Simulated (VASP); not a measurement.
# Ga: single point with BLYP

Crystal: Ga.

```
Ga
1.0
     0.00000    3.10111    3.10111
     3.10111    0.00000    3.10111
     3.10111    3.10111    0.00000
Ga
2
Cartesian
  0.7753 0.7753 0.7753
  5.4269 5.4269 5.4269
```

This cell differs from its parent crystal: volume scaled by 1.08.

```json
{"Program": "VASP 6.6.1", "Task": "single point", "Functional": "BLYP", "Potentials or basis": "VASP PAW PBE potentials, release 64 (Ga_d)", "Cutoff": "520 eV", "k mesh": "10 × 10 × 10", "Occupations": "fermi-dirac, width 0.1 eV", "Spin": "no spin polarisation", "Dipole correction": "no", "Further INCAR settings": "ALGO = Normal; EDIFF = 1e-06; NBANDS = 20"}
```

```json
{
 "Pressure": "-1.5 GPa",
 "Band gap on the k mesh": "zero (band 13 reaches 4.36 eV, above the bottom of band 14 at 1.06 eV)"
}
```

Levels at points of the mesh, in eV from the Fermi level:
| k point | band 11 | band 12 | band 13 | band 14 | band 15 | band 16 |
| --- | --- | --- | --- | --- | --- | --- |
| (0.00, 0.00, 0.00) | -8.65 | 1.54 | 2.26 | 2.26 | 2.26 | 4.26 |
| (0.50, 0.00, 0.00) | -6.91 | -4.32 | 1.04 | 1.04 | 1.99 | 5.29 |
| (0.50, 0.50, 0.00) | -5.43 | -5.43 | -0.39 | -0.39 | 2.68 | 2.68 |

Run time: 52 s on 1 thread of Intel(R) Xeon(R) Platinum 8488C (Sapphire Rapids), with other jobs on the host, peak memory 0.21 GiB.

Caveat: the PAW data sets were made with another functional, which shifts forces and pressure a little.
